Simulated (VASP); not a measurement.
Runs of VASP 6.6.1 on LiF. The structure is that of space group I4/mmm (No. 139), or close to it. The cells are those of the table. 

```tsv
cell	gap on the mesh (eV)
a = 2.778, b = 2.778, c = 2.848 Å, angles 59.2, 59.2, 61.7°, 2 atoms	9.25
a = 2.852, b = 2.852, c = 2.706 Å, angles 61.7, 61.7, 56.6°, 2 atoms	9.17
a = 2.849, b = 2.849, c = 2.919 Å, angles 59.2, 59.2, 61.6°, 2 atoms	8.57
a = 2.920, b = 2.920, c = 2.991 Å, angles 59.2, 59.2, 61.6°, 2 atoms	7.97
a = 2.886, b = 2.886, c = 2.991 Å, angles 58.8, 58.8, 62.4°, 2 atoms	(a)
a = 2.852, b = 2.852, c = 2.991 Å, angles 58.4, 58.4, 63.2°, 2 atoms	8.32
a = 2.815, b = 2.815, c = 2.919 Å, angles 58.8, 58.8, 62.5°, 2 atoms	(b)
```

Alike in all rows: task single point; level LDA; potentials or basis VASP PAW LDA potentials, release 64 (Li_sv, F); no spin polarisation; k mesh 10 × 10 × 10; cutoff (eV) 520; smearing gaussian 0.05 eV.

Q: Fill in the values left out.

A: (a) 8.14; (b) 8.76.

A k mesh can miss the band edges.
